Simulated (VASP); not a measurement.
# CaF2 in VASP: relaxation of the atoms with PBE

Aim: the relaxation of the atoms of CaF2 with PBE.

Everything below comes from runs of VASP 6.6.1. Logs are shortened: lines on timing, memory, paths and dates and some standing lists are left out, and cuts for length are marked.

## Step 1: The cell of the first run

The cell holds a slab with vacuum, 24 atoms: a = 5.360 Å, b = 5.360 Å, c = 22.381 Å, α = 90.00°, β = 90.00°, γ = 90.00°.

## Step 2: Relaxation of the atoms, PBE

The input, INCAR:

```
ALGO = Normal
EDIFF = 1E-7
EDIFFG = -0.08
ENCUT = 520
GGA = PE
GGA_COMPAT = F
IBRION = 2
ISIF = 2
ISMEAR = -1
LASPH = T
LCHARG = F
LREAL = F
LWAVE = F
NCORE = 4
NELM = 120
NELMDL = -8
NELMIN = 4
NSW = 45
PREC = Accurate
SIGMA = 0.05
```

The input, KPOINTS:

```
k-points
0
Gamma
  2 2 1
```

The input, POSCAR:

```
CaF2
1.0
    5.3604000000      0.0000000000      0.0000000000
    0.0000000000      5.3604000000      0.0000000000
    0.0000000000      0.0000000000     22.3807000000
Ca F
8 16
Selective dynamics
Direct
    0.0000000000      0.0000000000      0.0446814000  F F F
    0.0000000000      0.5000000000      0.1644363000  T T T
    0.5000000000      0.0000000000      0.1644363000  T T T
    0.5000000000      0.5000000000      0.0446814000  F F F
    0.0000000000      0.0000000000      0.2841913000  T T T
    0.0000000000      0.5000000000      0.4039463000  T T T
    0.5000000000      0.0000000000      0.4039463000  T T T
    0.5000000000      0.5000000000      0.2841913000  T T T
    0.2500000000      0.7500000000      0.2243138000  T T T
    0.2500000000      0.2500000000      0.2243138000  T T T
    0.2500000000      0.2500000000      0.1045588000  F F F
    0.2500000000      0.7500000000      0.1045588000  F F F
    0.7500000000      0.7500000000      0.1045588000  F F F
    0.7500000000      0.2500000000      0.1045588000  F F F
    0.7500000000      0.2500000000      0.2243138000  T T T
    0.7500000000      0.7500000000      0.2243138000  T T T
    0.2500000000      0.7500000000      0.4638237000  T T T
    0.2500000000      0.2500000000      0.4638237000  T T T
    0.2500000000      0.2500000000      0.3440688000  T T T
    0.2500000000      0.7500000000      0.3440688000  T T T
    0.7500000000      0.7500000000      0.3440688000  T T T
    0.7500000000      0.2500000000      0.3440688000  T T T
    0.7500000000      0.2500000000      0.4638237000  T T T
    0.7500000000      0.7500000000      0.4638237000  T T T
```

Potentials or basis: VASP PAW PBE potentials, release 64 (Ca_sv, F).

Command:

```sh
cat potpaw_PBE.64/Ca_sv/POTCAR potpaw_PBE.64/F/POTCAR > POTCAR
mpirun -np 4 vasp_std > vasp.out
```

OUTCAR:

```text
EDIFF = 1E-7
   EDIFFG = -0.08
   ENCUT = 520
   GGA = PE
   IBRION = 2
   ISIF = 2
   ISMEAR = -1
   LASPH = T
   LREAL = F
   NELM = 120
   NELMDL = -8
   NELMIN = 4
   NSW = 45
   PREC = Accurate

 ion  position               nearest neighbor table
   1  0.000  0.000  0.045-  11 2.32  12 2.32  13 2.32  14 2.32
   2  0.000  0.500  0.164-   9 2.32  10 2.32  11 2.32  12 2.32  13 2.32  14 2.32  15 2.32  16 2.32

   3  0.500  0.000  0.164-   9 2.32  10 2.32  11 2.32  12 2.32  13 2.32  14 2.32  15 2.32  16 2.32

   4  0.500  0.500  0.045-  11 2.32  12 2.32  13 2.32  14 2.32
   5  0.000  0.000  0.284-  19 2.32  20 2.32  21 2.32  22 2.32   9 2.32  10 2.32  15 2.32  16 2.32
[... 30 lines left out ...]
 A1 = (   5.3604000000,   0.0000000000,   0.0000000000)
 A2 = (   0.0000000000,   5.3604000000,   0.0000000000)
 A3 = (   0.0000000000,   0.0000000000,  22.3807000000)

Analysis of symmetry for initial positions (statically):
=====================================================================
 Subroutine PRICEL returns following result:

  LATTYP: Found a simple tetragonal cell.
 ALAT       =     3.7903751899
 C/A-ratio  =     5.9046133638
[... 12 lines left out ...]
 Subroutine GETGRP returns: Found  8 space group operations
 (whereof  8 operations were pure point group operations)
 out of a pool of 16 trial point group operations.

The static configuration has the point symmetry C_4v.

Analysis of symmetry for dynamics (positions and initial velocities):
=====================================================================
 Subroutine PRICEL returns following result:

  LATTYP: Found a simple tetragonal cell.
 ALAT       =     3.7903751899
 C/A-ratio  =     5.9046133638
[... 12 lines left out ...]
 Subroutine GETGRP returns: Found  8 space group operations
 (whereof  8 operations were pure point group operations)
 out of a pool of 16 trial point group operations.

The dynamic configuration has the point symmetry C_4v.

Analysis of constrained symmetry for selective dynamics:
=====================================================================
 Subroutine PRICEL returns following result:

  LATTYP: Found a simple tetragonal cell.
 ALAT       =     3.7903751899
 C/A-ratio  =     5.9046133638
[... 12 lines left out ...]
 Subroutine GETGRP returns: Found  8 space group operations
 (whereof  8 operations were pure point group operations)
 out of a pool of 16 trial point group operations.

The constrained configuration has the point symmetry C_4v.

 Subroutine INISYM returns: Found  8 space group operations
 (whereof  8 operations are pure point group operations),
 and found     2 'primitive' translations

----------------------------------------------------------------------------------------

                                     Primitive cell

  volume of cell :     321.5423

  direct lattice vectors                    reciprocal lattice vectors
     2.680200000 -2.680200000  0.000000000     0.186553242 -0.186553242  0.000000000
     2.680200000  2.680200000  0.000000000     0.186553242  0.186553242  0.000000000
     0.000000000  0.000000000 22.380700000     0.000000000  0.000000000  0.044681355

  length of vectors
     3.790375190  3.790375190 22.380700000     0.263826125  0.263826125  0.044681355

  position of ions in fractional coordinates (direct lattice)
     0.000000000  0.000000000  0.044681400
     0.500000000  0.500000000  0.164436300
     0.000000000  0.000000000  0.284191300
     0.500000000  0.500000000  0.403946300
     0.500000000  0.000000000  0.224313800
     0.000000000  0.500000000  0.224313800
     0.000000000  0.500000000  0.104558800
     0.500000000  0.000000000  0.104558800
     0.500000000  0.000000000  0.463823700
     0.000000000  0.500000000  0.463823700
     0.000000000  0.500000000  0.344068800
     0.500000000  0.000000000  0.344068800

  ion indices of the primitive-cell ions
   primitive index   ion index
                 1           1
                 2           2
                 3           5
                 4           6
                 5           9
                 6          10
                 7          11
                 8          12
                 9          17
                10          18
                11          19
                12          20

----------------------------------------------------------------------------------------

 KPOINTS: k-points

Automatic generation of k-mesh.
 Grid dimensions read from file:
 generate k-points for:    2    2    1

 Generating k-lattice:

  Cartesian coordinates                     Fractional coordinates (reciprocal lattice)
     0.093276621  0.000000000  0.000000000     0.500000000  0.000000000  0.000000000
     0.000000000  0.093276621  0.000000000     0.000000000  0.500000000  0.000000000
     0.000000000  0.000000000  0.044681355     0.000000000  0.000000000  1.000000000

  Length of vectors
     0.093276621  0.093276621  0.044681355

  Shift w.r.t. Gamma in fractional coordinates (k-lattice)
     0.000000000  0.000000000  0.000000000

 Subroutine IBZKPT returns following result:
 ===========================================

 Found      3 irreducible k-points:

 Following reciprocal coordinates:
            Coordinates               Weight
  0.000000  0.000000  0.000000      1.000000
  0.500000  0.000000  0.000000      2.000000
  0.500000  0.500000  0.000000      1.000000
   k-points           NKPTS =      3   k-points in BZ     NKDIM =      3   number of bands    NBANDS=    115
   number of dos      NEDOS =    301   number of ions     NIONS =     24
   total plane-waves  NPLWV = 268800
   dimension x,y,z NGX =    40 NGY =   40 NGZ =  168
   dimension x,y,z NGXF=    80 NGYF=   80 NGZF=  336
   ions per type =               8  16
   NGX,Y,Z   is equivalent  to a cutoff of  12.41, 12.41, 12.48 a.u.
   NGXF,Y,Z  is equivalent  to a cutoff of  24.81, 24.81, 24.96 a.u.
 SYSTEM =  unknown system
   PREC   = accura    normal or accurate (medium, high low for compatibility)
   ISTART =      0    job   : 0-new  1-cont  2-samecut
   ICHARG =      2    charge: 1-file 2-atom 10-const
   ISPIN  =      1    spin polarized calculation?
   LNONCOLLINEAR =      F non collinear calculations
   LSORBIT =      F    spin-orbit coupling
   LASPH  =      T    aspherical Exc in radial PAW
   ENCUT  =  520.0 eV  38.22 Ry    6.18 a.u.   9.97  9.97 41.61*2*pi/ulx,y,z
   NELM   =    120;   NELMIN=  4; NELMDL= -8     # of ELM steps
   EDIFF  = 0.1E-06   stopping-criterion for ELM
   LREAL  =      F    real-space projection
   EDIFFG = -.8E-01   stopping-criterion for IOM
   NSW    =     45    number of steps for IOM
   IBRION =      2    ionic relax: 0-MD 1-quasi-New 2-CG
   NFREE  =      1    steps in history (QN), initial steepest desc. (CG)
   ISIF   =      2    stress and relaxation
   ISYM   =      2    0-nonsym 1-usesym 2-fastsym
   POTIM  = 0.5000    time-step for ionic-motion
   TEBEG  =    0.0;   TEEND  =   0.0 temperature during run
   PSTRESS=    0.0 pullay stress
   NELECT =     192.0000    total number of electrons
   NUPDOWN=      -1.0000    fix difference up-down
   EMIN   =  10.00;   EMAX   =-10.00  energy-range for DOS
   EFERMI =   0.00;   METHOD = LEGACY
   ISMEAR =    -1;   SIGMA  =   0.05  broadening in eV -4-tet -1-fermi 0-gaus
   EFERMI_NEDOS =   21; number of points for ismear=-14 and -15
   IALGO  =     38    algorithm
   IMIX   =      4    mixing-type and parameters
     AMIX     =   0.40;   BMIX     =  1.00
     AMIX_MAG =   1.60;   BMIX_MAG =  1.00
  volume/ion in A,a.u.               =      26.80       180.82
  Fermi-wavevector in a.u.,A,eV,Ry     =   1.094173  2.067687 16.289085  1.197214
  Thomas-Fermi vector in A             =   2.230472
   LORBIT       =      0    0 simple, 1 ext, 2 COOP (PROOUT), +10 PAW based schemes
   GGA     = PE    functional components
   LHFCALC =     F    Hartree Fock is set to
   AEXX    =    0.0000 exact exchange contribution
   IVDW    =     0    specifies the selected vdW correction
   LEPSILON=     F    determine dielectric tensor
   LRPA    =     F    only Hartree local field effects (RPA)
 conjugate gradient relaxation of ions
 non-spin polarized calculation
  energy-cutoff  :      520.00
  volume of cell :      643.08
 maximum number of plane-waves:     17364
 NGX is ok and might be reduce to    40
   NGX = 19   NGY = 19   NGZ = 83

--------------------------------------- Ionic step        1  -------------------------------------------

 number of electron     191.9999797 magnetization

 Free energy of the ion-electron system (eV)
  ---------------------------------------------------
  ext. energy  EPLUGINS =         0.00000000
  ---------------------------------------------------
  free energy    TOTEN  =      -123.96430679 eV

  energy without entropy =     -123.79959228  energy(sigma->0) =     -123.88194954

------------------------ aborting loop because EDIFF is reached ----------------------------------------

  FORCE on cell =-STRESS in cart. coord.  units (eV):
  Direction    XX          YY          ZZ          XY          YZ          ZX
  --------------------------------------------------------------------------------------
  -------------------------------------------------------------------------------------
  Total       11.9446368     11.9446368      8.2260753      0.0000000      0.0000000      0.0000000
  in kB       29.7588038     29.7588038     20.4943996      0.0000000      0.0000000      0.0000000
  external PRESSURE =      26.6706691 kB  Pullay stress =       0.0000000 kB
[... 155 lines left out ...]
  FREE ENERGIE OF THE ION-ELECTRON SYSTEM (eV)
  ---------------------------------------------------
  free  energy   TOTEN  =      -125.0612678517 eV

  energy  without entropy=     -124.9124523709  energy(sigma->0) =     -124.98686011

[... ionic steps 4 to 15 ...]

--------------------------------------- Ionic step       16  -------------------------------------------

 number of electron     191.9999763 magnetization

------------------------ aborting loop because EDIFF is reached ----------------------------------------
[... 111 lines left out ...]
--------------------------------------- Ionic step       18  -------------------------------------------

 number of electron     191.9999765 magnetization

 Free energy of the ion-electron system (eV)
  ---------------------------------------------------
  ext. energy  EPLUGINS =         0.00000000
  ---------------------------------------------------
  free energy    TOTEN  =      -125.56941525 eV

  energy without entropy =     -125.42547825  energy(sigma->0) =     -125.49744675

 E-fermi :  -2.2429     XC(G=0):  -5.7044

 val. band max:       -2.2766815898   @ k =   0.5000   0.0000   0.0000
 cond. band min:      -2.2164916947   @ k =   0.5000   0.0000   0.0000
 fundamental gap:      0.0601898951
 Fermi energy:        -2.2429212069

 k-point     1 :       0.0000    0.0000    0.0000
  band No.  band energies     occupation
      1     -44.3395      2.00000
      2     -44.3200      2.00000
      3     -41.4835      2.00000
      4     -41.4543      2.00000
      5     -39.9100      2.00000
      6     -39.8799      2.00000
[... 322 lines left out ...]
    107       2.1945      0.00000
    108       2.1945      0.00000
 [bands above 108 left out]

------------------------ aborting loop because EDIFF is reached ----------------------------------------

  FORCE on cell =-STRESS in cart. coord.  units (eV):
  Direction    XX          YY          ZZ          XY          YZ          ZX
  --------------------------------------------------------------------------------------
  -------------------------------------------------------------------------------------
  Total       12.2407769     12.2407769     -6.2603190      0.0000000      0.0000000      0.0000000
  in kB       30.4966055     30.4966055    -15.5969250      0.0000000      0.0000000      0.0000000
  external PRESSURE =      15.1320954 kB  Pullay stress =       0.0000000 kB
[... 39 lines left out ...]
  FREE ENERGIE OF THE ION-ELECTRON SYSTEM (eV)
  ---------------------------------------------------
  free  energy   TOTEN  =      -125.5694152486 eV

  energy  without entropy=     -125.4254782508  energy(sigma->0) =     -125.49744675

 reached required accuracy - stopping structural energy minimisation
```

Wall time 22 min (4 MPI ranks of Intel Xeon Platinum 8559C (Emerald Rapids), shared host); peak memory 0.27 GiB.

What came out:

| Quantity | Value |
| --- | --- |
| Free energy | -125.5694 eV |
| Energy gained by relaxing | 66.9 meV/atom |
| Ionic steps | 18 |
| Band gap on the k mesh | 0.06 eV |

The path:
```tsv
step	energy change (eV)	largest force on free atoms (eV/Å)	pressure (GPa)
1	0.0000	1.8938	2.67
2	-0.8678	1.0834	2.78
3	-1.0970	0.4156	3.28
4	-1.0972	0.4440	3.25
5	-1.1373	0.1916	3.25
6	-1.1429	0.3523	3.26
7	-1.1791	0.3336	3.18
8	-1.2722	0.2786	2.97
9	-1.3923	0.3051	2.57
10	-1.4041	0.5671	1.88
11	-1.4331	0.4524	2.16
12	-1.4730	0.3615	2.08
13	-1.5493	0.4047	1.85
14	-1.5252	0.8268	1.47
15	-1.5665	0.5774	1.68
16	-1.6000	0.1333	1.58
17	-1.6014	0.0987	1.56
18	-1.6051	0.0722	1.51
```

Final structure:
```cif
data_structure
_symmetry_space_group_name_H-M 'P 1'
_symmetry_Int_Tables_number 1
_cell_length_a 5.3604
_cell_length_b 5.3604
_cell_length_c 22.3807
_cell_angle_alpha 90.000
_cell_angle_beta 90.000
_cell_angle_gamma 90.000
_cell_volume 643.08
loop_
_atom_site_label
_atom_site_type_symbol
_atom_site_fract_x
_atom_site_fract_y
_atom_site_fract_z
_atom_site_occupancy
Ca1 Ca 0.00000 0.00000 0.04468 1
Ca2 Ca 0.00000 0.50000 0.18084 1
Ca3 Ca 0.50000 0.00000 0.18084 1
Ca4 Ca 0.50000 0.50000 0.04468 1
Ca5 Ca 0.00000 0.00000 0.30858 1
Ca6 Ca 0.00000 0.50000 0.43517 1
Ca7 Ca 0.50000 0.00000 0.43517 1
Ca8 Ca 0.50000 0.50000 0.30858 1
F1 F 0.25000 0.75000 0.23298 1
F2 F 0.25000 0.25000 0.23298 1
F3 F 0.25000 0.25000 0.10456 1
F4 F 0.25000 0.75000 0.10456 1
F5 F 0.75000 0.75000 0.10456 1
F6 F 0.75000 0.25000 0.10456 1
F7 F 0.75000 0.25000 0.23298 1
F8 F 0.75000 0.75000 0.23298 1
F9 F 0.25000 0.75000 0.48560 1
F10 F 0.25000 0.25000 0.48560 1
F11 F 0.25000 0.25000 0.36018 1
F12 F 0.25000 0.75000 0.36018 1
F13 F 0.75000 0.75000 0.36018 1
F14 F 0.75000 0.25000 0.36018 1
F15 F 0.75000 0.25000 0.48560 1
F16 F 0.75000 0.75000 0.48560 1
```

Caveat: the k points lie up to 0.59 Å⁻¹ apart.
